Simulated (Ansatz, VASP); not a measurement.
**One calculation of Ga2O3, two programs**

INCAR

```
PREC     = Accurate       # precision mode
ENCUT    = 520            # plane-wave cutoff, eV
EDIFF    = 1E-7           # SCF threshold, eV
ISMEAR   = -1             # smearing method
SIGMA    = 0.05           # smearing width, eV
LREAL    = F              # projectors in reciprocal space
LASPH    = T              # aspherical terms in the spheres
NELM     = 80             # most SCF steps
ALGO     = Normal         # electronic algorithm
ISIF     = 2              # what is computed and relaxed
LWAVE    = F              # write WAVECAR
LCHARG   = T              # write CHGCAR
GGA      = RE             # functional
IVDW     = 12             # dispersion correction
LELF     = T              # ELF
LVHAR    = T            
NBANDS   = 55             # bands
```

File KPOINTS:

```
Automatic mesh
0
Gamma
  9 9 5
```

POSCAR

```
Ga2O3
1.0
    6.1873644791     -1.5385332127      0.0000000000
    6.1873644791      1.5385332127      0.0000000000
   -1.4042276835      0.0000000000      5.7040962965
Ga O
4 6
Direct
    0.3413400000      0.3413400000      0.6859800000
    0.6586600000      0.6586600000      0.3140200000
    0.9095000000      0.9095000000      0.2054000000
    0.0905000000      0.0905000000      0.7946000000
    0.5041000000      0.5041000000      0.7434000000
    0.4959000000      0.4959000000      0.2566000000
    0.8267000000      0.8267000000      0.4368000000
    0.1733000000      0.1733000000      0.5632000000
    0.8355000000      0.8355000000      0.8902000000
    0.1645000000      0.1645000000      0.1098000000
```

input.yaml

```yaml
crystal:
  lattice:
    - [6.1873644791, -1.5385332127, 0.0]
    - [6.1873644791, 1.5385332127, 0.0]
    - [-1.4042276835, 0.0, 5.7040962965]
  atoms:
    - { symbol: Ga, position: [0.34134, 0.34134, 0.68598] }
    - { symbol: Ga, position: [0.65866, 0.65866, 0.31402] }
    - { symbol: Ga, position: [0.9095, 0.9095, 0.2054] }
    - { symbol: Ga, position: [0.0905, 0.0905, 0.7946] }
    - { symbol: O, position: [0.5041, 0.5041, 0.7434] }
    - { symbol: O, position: [0.4959, 0.4959, 0.2566] }
    - { symbol: O, position: [0.8267, 0.8267, 0.4368] }
    - { symbol: O, position: [0.1733, 0.1733, 0.5632] }
    - { symbol: O, position: [0.8355, 0.8355, 0.8902] }
    - { symbol: O, position: [0.1645, 0.1645, 0.1098] }
hamiltonian:
  xc: revpbe
  pseudopotentials: { kind: paw }
  dispersion: d3bj
kpoints:
  mp_grid: { grid: [9, 9, 5] }
scf:
  occupations: { method: fermi_dirac, width: 0.05 }
output:
  forces: true
  stress: true
  eigenvalues: true
```

Alike in both runs: task single point; functional revPBE; dispersion D3(BJ); k mesh 9 × 9 × 5; occupations fermi-dirac, width 0.05 eV; no spin polarisation.

```csv
,VASP,Ansatz
version,VASP 6.6.1,Ansatz 0.2.0
potentials or method,"VASP PAW PBE potentials, release 64 (Ga_d, O)",Ansatz PAW
plane-wave cutoff (eV),520,420
valence electrons in the cell,88,88
```

VASP gave:

```
gap on the k mesh at the Fermi level (eV)                     : 2.15
least direct gap on the mesh (eV)                             : 2.18
pressure (GPa)                                                : -0.4
traceless stress, the component that is largest in VASP (GPa) : -0.36
rms of the force components (eV/Å)                            : 0.047
```

Question: What did Ansatz give for the same quantities?

Answer: gap on the k mesh at the Fermi level (eV): 2.16; least direct gap on the mesh (eV): 2.19; pressure (GPa): -0.8; traceless stress, the component that is largest in VASP (GPa): -0.31; rms of the force components (eV/Å): 0.038.

VASP's potentials were made for PBE, not for revPBE. Atom by atom the forces differ by 0.013 eV/Å (rms over components).

Noted on Ansatz's run: odd divisions of the mesh miss points on the zone boundary, where band edges often lie, so the gap on the mesh can be too wide.
